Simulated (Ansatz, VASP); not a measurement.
# One calculation of KCd2P2, two programs

Contents of INCAR:

```
ALGO = Normal
EDIFF = 1E-7
EDIFFG = -0.04
ENCUT = 500
GGA = PE
GGA_COMPAT = F
IBRION = 2
ISIF = 3
ISMEAR = 0
LASPH = T
LCHARG = F
LREAL = F
LWAVE = F
NELM = 120
NELMIN = 4
NSW = 90
PREC = Accurate
SIGMA = 0.1
```

The input KPOINTS:

```
k-points
0
Gamma
  6 6 4
```

The input POSCAR:

```
KCd2P2
1.0
    4.9393468135      0.0000000000      0.0000000000
   -2.4696734068      4.2775998186      0.0000000000
    0.0000000000      0.0000000000      6.5245887618
K Cd P
1 2 2
Direct
    0.6666666667      0.3333333333      0.0000000000
    0.6666666667      0.3333333333      0.5000000000
    0.3333333333      0.6666666667      0.0000000000
    0.0000000000      0.0000000000      0.6700004723
    0.0000000000      0.0000000000      0.3299995277
```

Input for Ansatz:

```yaml
crystal:
  lattice:
    - [4.9393468135, 0.0, 0.0]
    - [-2.4696734068, 4.2775998186, 0.0]
    - [0.0, 0.0, 6.5245887618]
  atoms:
    - { symbol: K, position: [0.6666666667, 0.3333333333, 0.0] }
    - { symbol: Cd, position: [0.6666666667, 0.3333333333, 0.5] }
    - { symbol: Cd, position: [0.3333333333, 0.6666666667, 0.0] }
    - { symbol: P, position: [0.0, 0.0, 0.6700004723] }
    - { symbol: P, position: [0.0, 0.0, 0.3299995277] }
basis:
  ecutwfc: 420
kpoints:
  mp_grid: { grid: [6, 6, 4] }
hamiltonian:
  xc: pbe
scf:
  occupations: { method: gaussian, width: 0.1 }
  lower_state_search: "off"
output:
  forces: true
  stress: true
  eigenvalues: true
relax:
  adjacent_minimum: "off"
  f_tol: 0.04
  max_steps: 70
  cell: { stress_tol: 0.4 }
```

Change from the starting cell: species swapped into the Sr2ZnAs2 type (P-6m2, No. 187).

Alike in both runs: task relaxation of cell and atoms; functional PBE; k mesh 6 × 6 × 4; occupations gaussian, width 0.1 eV; no spin polarisation.

```csv
,VASP,Ansatz
version,VASP 6.6.1,Ansatz 0.2.0
potentials or method,"VASP PAW PBE potentials, release 64 (K_sv, Cd, P), cutoff 500 eV","scalar-relativistic, plane waves, PAW"
valence electrons in the cell,43,59
```

Ansatz gave:

```
gap on the k mesh at the Fermi level, each at its own relaxed structure (eV) : none
relaxed volume (Å³/atom)                                                     : 27.12
relaxed cell length with the largest relative difference (Å)                 : 6.285
```

Problem. Which values does VASP return?

Solution. gap on the k mesh at the Fermi level, each at its own relaxed structure (eV): none; relaxed volume (Å³/atom): 27.52; relaxed cell length with the largest relative difference (Å): 6.328.

A gap of «none» marks a metal or a gap that the smearing closes. VASP's potentials hold 43 valence electrons a cell and Ansatz's 59, so a difference there can come from the potentials and not from the codes.
